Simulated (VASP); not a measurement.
BN:

```xyz
16
Lattice="2.5122 4.3512 0.0000 2.5122 -4.3512 0.0000 0.0000 0.0000 -8.3432" Properties=species:S:1:pos:R:3 pbc="T T T"
B     1.2561   -0.7252   -6.2574
B     2.5122   -2.9008   -6.2574
B     2.5122    1.4504   -6.2574
B     3.7683   -0.7252   -6.2574
B     2.5122   -1.4504   -2.0858
B     1.2561    0.7252   -2.0858
B     3.7683    0.7252   -2.0858
B     2.5122    2.9008   -2.0858
N     1.2561   -0.7252   -2.0858
N     2.5122   -2.9008   -2.0858
N     2.5122    1.4504   -2.0858
N     3.7683   -0.7252   -2.0858
N     2.5122   -1.4504   -6.2574
N     1.2561    0.7252   -6.2574
N     3.7683    0.7252   -6.2574
N     2.5122    2.9008   -6.2574
```

Base run:

- Program: VASP 6.6.1
- Functional: PBE
- Potentials or basis: VASP PAW PBE potentials, release 64 (B, N)
- Cutoff: 520 eV
- k mesh: 5 × 5 × 3
- Occupations: gaussian, width 0.01 eV
- Spin: no spin polarisation

Its results: band gap on the k mesh 4.51 eV; pressure 0.1 GPa.

Task: The run is repeated on the same cell with these changes: k mesh from 5 × 5 × 3 to 3 × 3 × 2, shifted. What comes out?

Result: Band gap on the k mesh 4.63 eV; pressure 0.0 GPa.

Caveats: some runs use coarse meshes; this functional lacks dispersion, which binds the layers, so the pressure and a relaxed spacing across them are unreliable.

A k mesh can miss the band edges.
